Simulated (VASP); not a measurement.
C: single point with r2SCAN

Crystal: C.

```
C
1.0
     0.00000    1.78012    1.79134
     1.78012    0.00000    1.79134
     1.78012    1.78012    0.00000
C
2
Direct
  0.00000 0.00000 0.00000
  0.25000 0.25000 0.25000
```

This cell differs from its parent crystal: uniaxial z strain +0.6%.

| Quantity | Value |
| --- | --- |
| Program | VASP 6.6.1 |
| Task | single point |
| Functional | r2SCAN |
| Potentials or basis | VASP PAW PBE potentials, release 64 (C) |
| Cutoff | 520 eV |
| k mesh | 12 × 12 × 12 |
| Occupations | gaussian, width 0.01 eV |
| Spin | no spin polarisation |
| Dipole correction | no |
| Further INCAR settings | ALGO = Normal; EDIFF = 1e-06; NBANDS = 11 |

```
Pressure               : -1.7 GPa
Band gap on the k mesh : 4.26 eV (least direct gap 5.77 eV)
```

Stress tensor (GPa, compression positive):
```
 0.38  0.00  0.00
 0.00  0.38  0.00
 0.00  0.00 -5.83
```

Levels at points of the mesh, in eV from the valence-band top:
| k point | band 1 | band 2 | band 3 | band 4 | band 5 | band 6 | band 7 | band 8 | band 9 |
| --- | --- | --- | --- | --- | --- | --- | --- | --- | --- |
| (0.00, 0.00, 0.00) | -22.72 | -0.10 | 0.00 | 0.00 | 5.77 | 5.77 | 5.86 | 13.76 | 20.35 |
| (0.50, 0.00, 0.00) | -16.78 | -14.07 | -3.07 | -2.95 | 8.77 | 8.87 | 9.13 | 16.66 | 23.16 |
| (0.50, 0.50, 0.00) | -13.68 | -13.68 | -6.62 | -6.62 | 5.07 | 5.07 | 17.80 | 17.80 | 24.51 |
| (0.50, 0.00, 0.50) | -13.58 | -13.58 | -6.72 | -6.72 | 4.91 | 4.91 | 17.84 | 17.84 | 24.60 |

It took 98 s on 1 thread of Intel Xeon 8259CL, with other jobs on the host, peak memory 0.13 GiB.

Caveat: the cell differs from its parent crystal (uniaxial z strain +0.6%); the PAW data sets were made with another functional, which shifts forces and pressure a little. A k mesh can miss the band edges.
